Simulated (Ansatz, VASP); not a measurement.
Pd: VASP beside Ansatz

INCAR

```
SYSTEM = Pd
ALGO = Normal ; EDIFF = 1E-6
ENCUT = 520 ; GGA = PE
ISIF = 2 ; ISMEAR = -1
ISPIN = 2 ; LASPH = .TRUE.
LCHARG = .FALSE. ; LMAXMIX = 4
LORBIT = 11 ; LREAL = .FALSE.
LWAVE = .FALSE. ; MAGMOM = 0.458 0.458
NBANDS = 21 ; NELM = 150
PREC = Accurate ; SIGMA = 0.05
```

File KPOINTS:

```
k-points
0
G
  15 15 15
  0 0 0
```

Contents of POSCAR:

```
Pd
1.0
    0.0000000000      2.9424620501      2.9424620501
    2.9424620501      0.0000000000      2.9424620501
    2.9424620501      2.9424620501      0.0000000000
Pd
2
Direct
    0.1250000000      0.1250000000      0.1250000000
    0.8750000000      0.8750000000      0.8750000000
```

Input for Ansatz:

```yaml
crystal:
  lattice:
    - [0.0, 2.9424620501, 2.9424620501]
    - [2.9424620501, 0.0, 2.9424620501]
    - [2.9424620501, 2.9424620501, 0.0]
  atoms:
    - { symbol: Pd, position: [0.125, 0.125, 0.125], spin: 0.458 }
    - { symbol: Pd, position: [0.875, 0.875, 0.875], spin: 0.458 }
hamiltonian:
  xc: pbe
  pseudopotentials:
    kind: paw
    azcp:
      Pd: "pseudopotentials/Pd.paw.azcp"
basis:
  ecutwfc: 420
  fft_grid_basis: typed
kpoints:
  mp_grid: { grid: [15, 15, 15], shift: [0, 0, 0] }
magnetization:
  spin_polarized: true
scf:
  occupations: { method: fermi_dirac, width: 0.05 }
output:
  stress: true
```

Alike in both runs: task single point; functional PBE; k mesh 15 × 15 × 15; occupations fermi-dirac, width 0.05 eV; collinear spin.

|  | VASP | Ansatz |
| --- | --- | --- |
| version | VASP 6.6.1 | Ansatz 0.2.0 |
| potentials or method | VASP PAW PBE potentials, release 64 (Pd), cutoff 520 eV | plane waves (420 eV) with PAW, scalar-relativistic |
| valence electrons in the cell | 20 | 36 |

```tsv
	VASP	Ansatz	Ansatz less VASP
pressure (GPa)	-2.6	-2.3	+0.23
net moment per atom (μB)	0.46	0.46	+0.001
size of the moment on the site where the two differ most (μB)	0.45	0.45	-0.002
```

Site moments also hang on the region over which each program counts them. The functional is the same, so the differences come from potentials, cutoffs and numerics. VASP's potentials hold 20 valence electrons a cell and Ansatz's 36, so a difference there can come from the potentials and not from the codes.
